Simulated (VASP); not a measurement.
The system is P.

```
CELL_PARAMETERS angstrom
2.45444 0.00000 0.00000
0.00000 2.45444 0.00000
0.00000 0.00000 4.88200
ATOMIC_POSITIONS crystal
P 0.00000 0.00000 0.25961
P 0.00000 0.00000 0.74039
```

- Program: VASP 6.6.1
- Task: relaxation of cell and atoms
- Functional: PBE
- Potentials or basis: VASP PAW PBE potentials, release 64 (P)
- Cutoff: 600 eV
- k mesh: 22 × 22 × 12
- Occupations: gaussian, width 0.1 eV
- Spin: no spin polarisation

At the start: pressure -0.1 GPa; volume 14.71 Å³/atom.

Question: How do energy, volume and symmetry change on relaxing?

Answer: Over 10 steps the energy falls by 3.3 meV/atom and the volume is 14.58 Å³/atom (-0.8 %); space group P4/mmm (No. 123, to 0.1 Å) before, Pm-3m (No. 221, to 0.1 Å).

Step by step:
```
step  energy change (eV)  largest force (eV/Å)  pressure (GPa)  volume (Å³)
   1              0.0000                0.1349           -0.05        29.41
   2             -0.0021                0.0932           -0.28        29.39
   3             -0.0025                0.0718           -0.41        29.37
   4             -0.0041                0.0723            0.14        29.18
   5             -0.0048                0.0571            0.89        28.96
   6             -0.0057                0.0367            0.71        28.99
   7             -0.0063                0.0068            0.43        29.05
   8             -0.0063                0.0040            0.41        29.06
   9             -0.0065                0.0055            0.07        29.15
  10             -0.0065                0.0053           -0.03        29.17
```

Final structure:
```
P
1.0
     2.44573    0.00000    0.00000
     0.00000    2.44573    0.00000
     0.00000    0.00000    4.87647
P
2
Direct
  0.00000 0.00000 0.25049
  0.00000 0.00000 0.74951
```
